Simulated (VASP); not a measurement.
## LiF: single point with r2SCAN

Crystal: LiF.

```
Li F
1.0
     2.55953    0.00000    0.00000
     0.00000    2.55953    0.00000
     0.00000    0.00000    2.35477
Li F
1 1
Cartesian
  0.0000 0.0000 0.0000
  1.2798 1.2798 1.1774
```

This cell differs from its parent crystal: strain +0.000 along x and y, -0.080 along z.

* Program: VASP 6.6.1
* Task: single point
* Functional: r2SCAN
* Potentials or basis: VASP PAW PBE potentials, release 64 (Li_sv, F)
* Cutoff: 520 eV
* k mesh: 10 × 10 × 10
* Occupations: gaussian, width 0.05 eV
* Spin: no spin polarisation
* Dipole correction: no
* Further INCAR settings: ALGO = Normal; EDIFF = 1e-07; NBANDS = 12

```yaml
Band_gap_on_the_k_mesh: 8.87 eV, indirect (least direct gap 9.42 eV)
```

Levels at points of the mesh, in eV from the valence-band top:
```
           k point  band 2  band 3  band 4  band 5  band 6  band 7  band 8  band 9
(0.00, 0.00, 0.00)  -22.80   -1.57   -1.57   -0.55    8.87   18.81   21.26   22.34
(0.50, 0.00, 0.00)  -22.38   -4.54   -1.14   -0.23   10.21   15.47   20.74   24.48
(0.50, 0.50, 0.00)  -21.83   -4.29   -4.29    0.00   14.33   15.06   15.06   22.18
(0.00, 0.00, 0.50)  -22.01   -4.59   -0.93   -0.93    9.70   16.65   21.83   21.83
(0.50, 0.00, 0.50)  -21.50   -4.25   -3.88   -0.64   14.34   14.92   15.73   20.49
(0.50, 0.50, 0.50)  -21.07   -3.32   -2.90   -2.90   11.48   12.19   12.19   25.67
```

It took 2.1 min on 1 thread of Intel Xeon 8259CL, on a shared host, peak memory 0.14 GiB.

Caveat: the cell differs from its parent crystal (strain +0.000 along x and y, -0.080 along z). A k mesh can miss the band edges.
